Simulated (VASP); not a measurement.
# Mo10C in VASP: single point with PBE+D3(BJ)

Aim: the single point of Mo10C with PBE+D3(BJ).

Everything below comes from runs of VASP 6.6.1. Logs are shortened: lines on timing, memory, paths and dates and some standing lists are left out, and cuts for length are marked.

**1. The cell of the first run**

The cell holds a slab with vacuum, 11 atoms: a = 4.427 Å, b = 4.427 Å, c = 25.260 Å, α = 90.00°, β = 90.00°, γ = 90.00°.

**2. Single point, PBE+D3(BJ)**

INCAR

```
PREC     = Accurate       # precision mode
ENCUT    = 520            # plane-wave cutoff, eV
EDIFF    = 1E-6           # SCF threshold, eV
ISMEAR   = 0              # smearing method
SIGMA    = 0.1            # smearing width, eV
LREAL    = False          # projectors in reciprocal space
LASPH    = True           # aspherical terms in the spheres
NELM     = 120            # most SCF steps
ALGO     = Normal         # electronic algorithm
ISIF     = 2              # what is computed and relaxed
LWAVE    = False          # write WAVECAR
LCHARG   = False          # write CHGCAR
LDIPOL   = True         
IDIPOL   = 3            
DIPOL    = 0.5 0.5 0.478
GGA      = PE             # functional
IVDW     = 12             # dispersion correction
NBANDS   = 83             # bands
GGA_COMPAT= False        
NELMDL   = -8
```

KPOINTS

```
Automatic mesh
0
Gamma
  7 7 1
```

POSCAR

```
Mo10C
1.0
    4.4267697057      0.0000000000      0.0000000000
    0.0000000000      4.4267697057      0.0000000000
    0.0000000000      0.0000000000     25.2603977553
Mo C
10 1
Direct
    0.0000000000      0.5000000000      0.3364950973
    0.5000000000      0.0000000000      0.3364950973
    0.0000000000      0.0000000000      0.3984537194
    0.5000000000      0.5000000000      0.3984537194
    0.0000000000      0.5000000000      0.4602292190
    0.5000000000      0.0000000000      0.4605002669
    0.0000000000      0.0000000000      0.5220662842
    0.5000000000      0.5000000000      0.5220662842
    0.0000000000      0.5000000000      0.5806060552
    0.5000000000      0.0000000000      0.5887151175
    0.5000000000      0.0000000000      0.6578142656
```

Potentials or basis: VASP PAW PBE potentials, release 64 (Mo_sv, C).

The run is started by

```console
$ cat potpaw_PBE.64/Mo_sv/POTCAR potpaw_PBE.64/C/POTCAR > POTCAR
$ mpirun -np 1 vasp_std > vasp.out
```

OUTCAR:

```text
PREC = Accurate
   ENCUT = 520
   EDIFF = 1E-6
   ISMEAR = 0
   LREAL = False
   LASPH = True
   NELM = 120
   ISIF = 2
   GGA = PE
   IVDW = 12
   NELMDL = -8
 IVDW          = 12

 ion  position               nearest neighbor table
   1  0.000  0.500  0.336-   3 2.71   4 2.71   3 2.71   4 2.71   5 3.13   2 3.13   2 3.13   2 3.13
                             2 3.13
   2  0.500  0.000  0.336-   3 2.71   4 2.71   4 2.71   3 2.71   1 3.13   1 3.13   1 3.13   1 3.13
                             6 3.13
   3  0.000  0.000  0.398-   5 2.71   5 2.71   1 2.71   1 2.71   2 2.71   2 2.71   6 2.71   6 2.71
                             7 3.12   4 3.13   4 3.13   4 3.13   4 3.13
   4  0.500  0.500  0.398-   5 2.71   5 2.71   1 2.71   2 2.71   1 2.71   2 2.71   6 2.71   6 2.71
                             8 3.12   3 3.13   3 3.13   3 3.13   3 3.13
   5  0.000  0.500  0.460-   3 2.71   4 2.71   3 2.71   4 2.71   7 2.71   7 2.71   8 2.71   8 2.71
                             9 3.04   1 3.13   6 3.13   6 3.13   6 3.13   6 3.13
   6  0.500  0.000  0.461-   7 2.71   8 2.71   8 2.71   7 2.71   4 2.71   3 2.71   3 2.71   4 2.71
                             5 3.13   5 3.13   5 3.13   5 3.13   2 3.13  10 3.24
   7  0.000  0.000  0.522-   9 2.66   9 2.66   6 2.71   6 2.71   5 2.71   5 2.71  10 2.78  10 2.78
                             3 3.12   8 3.13   8 3.13   8 3.13   8 3.13
   8  0.500  0.500  0.522-   9 2.66   9 2.66   6 2.71   6 2.71   5 2.71   5 2.71  10 2.78  10 2.78
                             4 3.12   7 3.13   7 3.13   7 3.13   7 3.13
   9  0.000  0.500  0.581-   7 2.66   8 2.66   7 2.66   8 2.66   5 3.04  10 3.14  10 3.14  10 3.14
                            10 3.14
  10  0.500  0.000  0.589-  11 1.75   8 2.78   7 2.78   8 2.78   7 2.78   9 3.14   9 3.14   9 3.14
                             9 3.14   6 3.24
  11  0.500  0.000  0.658-  10 1.75

  LATTYP: Found a simple tetragonal cell.
 ALAT       =     4.4267697057
 C/A-ratio  =     5.7062823311

  Lattice vectors:

 A1 = (   4.4267697057,   0.0000000000,   0.0000000000)
 A2 = (   0.0000000000,   4.4267697057,   0.0000000000)
 A3 = (   0.0000000000,   0.0000000000,  25.2603977553)

Analysis of symmetry for initial positions (statically):
=====================================================================
 Subroutine PRICEL returns:
 Original cell was already a primitive cell.

 Routine SETGRP: Setting up the symmetry group for a
 simple tetragonal supercell.

 Subroutine GETGRP returns: Found  8 space group operations
 (whereof  4 operations were pure point group operations)
 out of a pool of 16 trial point group operations.

The static configuration has the point symmetry C_2v.
 The point group associated with its full space group is C_4v.

Analysis of symmetry for dynamics (positions and initial velocities):
=====================================================================
 Subroutine PRICEL returns:
 Original cell was already a primitive cell.

 Routine SETGRP: Setting up the symmetry group for a
 simple tetragonal supercell.

 Subroutine GETGRP returns: Found  8 space group operations
[... 135 lines left out ...]
   IVDW    =    12    specifies the selected vdW correction
   LEPSILON=     F    determine dielectric tensor
   LRPA    =     F    only Hartree local field effects (RPA)
 non-spin polarized calculation
 Gauss-broadening in eV      SIGMA  =   0.10
  energy-cutoff  :      520.00
  volume of cell :      495.01
 maximum number of plane-waves:     13369
 NGX is ok and might be reduce to    36
   NGX = 17   NGY = 17   NGZ = 93

 dipolmoment           0.000000      0.000000     -0.592824 electrons x Angstroem

 number of electron     143.9999989 magnetization

 dipolmoment           0.000000      0.000000      0.280732 electrons x Angstroem

 Free energy of the ion-electron system (eV)
  ---------------------------------------------------
  ext. energy  EPLUGINS =         0.00000000
  ---------------------------------------------------
  free energy    TOTEN  =      -107.34337713 eV

  energy without entropy =     -107.26135628  energy(sigma->0) =     -107.30236670

 E-fermi :   0.5931     XC(G=0):  -5.3702

 val. band max:        0.5864136119   @ k =   0.4286   0.0000   0.0000
 cond. band min:       0.5939084236   @ k =   0.4286   0.4286   0.0000
 fundamental gap:      0.0074948117
 Fermi energy:         0.5931373073

 k-point     1 :       0.0000    0.0000    0.0000
  band No.  band energies     occupation
      1     -60.5877      2.00000
      2     -60.4402      2.00000
      3     -60.3470      2.00000
      4     -60.2942      2.00000
      5     -60.2630      2.00000
      6     -60.1311      2.00000
[... 849 lines left out ...]
     82       2.1331      0.00000
     83       2.1801      0.00000

------------------------ aborting loop because EDIFF is reached ----------------------------------------

 vacuum level on the upper side and lower side of the slab       (xc-potential included)         1.099        -1.435

 Edisp (eV)   -5.28744

 E8    (eV) :    -2.5636

  FORCE on cell =-STRESS in cart. coord.  units (eV):
  Direction    XX          YY          ZZ          XY          YZ          ZX
  --------------------------------------------------------------------------------------
  -------------------------------------------------------------------------------------
  Total     -12.25306   -12.25306    -3.35539     0.00000     0.00000     0.00000
  in kB     -39.65894   -39.65894   -10.86026     0.00000     0.00000     0.00000
  external pressure =      -30.06 kB  Pullay stress =        0.00 kB

 VOLUME and BASIS-vectors are now :
 -----------------------------------------------------------------------------
  energy-cutoff  :      520.00
  volume of cell :      495.01
      direct lattice vectors                 reciprocal lattice vectors
     4.426769706  0.000000000  0.000000000     0.225898356  0.000000000  0.000000000
     0.000000000  4.426769706  0.000000000     0.000000000  0.225898356  0.000000000
     0.000000000  0.000000000 25.260397755     0.000000000  0.000000000  0.039587659

 POSITION                                       TOTAL-FORCE (eV/Angst)
 -----------------------------------------------------------------------------------
      0.00000      2.21338      8.50000         0.000000      0.000000      1.039703
      2.21338      0.00000      8.50000         0.000000      0.000000      1.422723
      0.00000      0.00000     10.06510         0.000000      0.000000     -1.281171
      2.21338      2.21338     10.06510         0.000000      0.000000     -1.281171
      0.00000      2.21338     11.62557         0.000000      0.000000     -0.017299
      2.21338      0.00000     11.63242         0.000000      0.000000      0.006223
      0.00000      0.00000     13.18760         0.000000      0.000000      0.024695
      2.21338      2.21338     13.18760         0.000000      0.000000      0.024695
      0.00000      2.21338     14.66634         0.000000      0.000000      0.048057
      2.21338      0.00000     14.87118         0.000000      0.000000     -0.072166
      2.21338      0.00000     16.61665         0.000000      0.000000      0.085712
 -----------------------------------------------------------------------------------
    total drift:                                0.000000      0.000000     -0.000324

  FREE ENERGIE OF THE ION-ELECTRON SYSTEM (eV)
  ---------------------------------------------------
  free  energy   TOTEN  =      -112.6308180552 eV

  energy  without entropy=     -112.5487972040  energy(sigma->0) =     -112.58980763

 vacuum level on the upper side and lower side of the slab         6.988         4.402
```

stdout:

```text
POSCAR found type information on POSCAR MoC
 POSCAR found :  2 types and      11 ions
 scaLAPACK will be used
 LDA part: xc-table for (Slater+PW92), standard interpolation
 POSCAR, INCAR and KPOINTS ok, starting setup
 FFT: planning ... GRIDC
 FFT: planning ... GRID_SOFT
 FFT: planning ... GRID
 WAVECAR not read
 entering main loop
```

Run time: 36 min. Hardware: 1 thread of Oxide Virtual Turin-like, shared host; peak memory 0.65 GiB.

Results:

* Free energy: -112.6308 eV
* Largest force: 1.423 eV/Å
* Band gap on the k mesh: zero (bands 72 and 73 overlap by 0.28 eV)
* Dispersion energy per atom: -0.481 eV

Forces on the atoms (eV/Å):
```
Mo   0.000  0.000  1.040
Mo   0.000  0.000  1.423
Mo   0.000  0.000 -1.281
Mo   0.000  0.000 -1.281
Mo   0.000  0.000 -0.017
Mo   0.000  0.000  0.006
Mo   0.000  0.000  0.025
Mo   0.000  0.000  0.025
Mo   0.000  0.000  0.048
Mo   0.000  0.000 -0.072
C    0.000  0.000  0.086
```

Levels at points of the mesh, in eV from the Fermi level:
| k point | band 69 | band 70 | band 71 | band 72 | band 73 | band 74 | band 75 | band 76 |
| --- | --- | --- | --- | --- | --- | --- | --- | --- |
| (0.00, 0.00, 0.00) | -0.19 | -0.19 | -0.19 | -0.06 | 0.13 | 0.83 | 0.83 | 1.19 |
